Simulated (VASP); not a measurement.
Crystal: Sn.

```
Sn
1.0
    -1.84593    1.84593    1.84593
     1.84593   -1.84593    1.84593
     1.84593    1.84593   -1.84593
Sn
1
Direct
  0.00000 0.00000 0.00000
```

```yaml
Program: VASP 6.6.1
Task: relaxation of cell and atoms
Functional: PBEsol
Potentials_or_basis: VASP PAW PBE potentials, release 64 (Sn_d)
Cutoff: 600 eV
k_mesh: 16 × 16 × 16
Occupations: gaussian, width 0.1 eV
Spin: no spin polarisation
```

At the start: pressure 2.5 GPa; volume 25.16 Å³/atom.

**Question.** How do energy, volume and symmetry change on relaxing?

**Answer.** Over 3 steps the energy falls by 8.2 meV/atom and the volume is 26.24 Å³/atom (+4.3 %); space group Im-3m (No. 229, to 0.05 Å).

The path:
```
step  energy change (eV)  largest force (eV/Å)  pressure (GPa)  volume (Å³)
   1              0.0000                0.0000            2.53        25.16
   2             -0.0072                0.0000           -0.74        26.63
   3             -0.0082                0.0000           -0.02        26.24
```

Final structure:
```xyz
1
Lattice="-1.8720 1.8720 1.8720 1.8720 -1.8720 1.8720 1.8720 1.8720 -1.8720" Properties=species:S:1:pos:R:3 pbc="T T T"
Sn    0.0000    0.0000    0.0000
```

Caveat: the PAW data sets were made with another functional, which shifts forces and pressure a little.
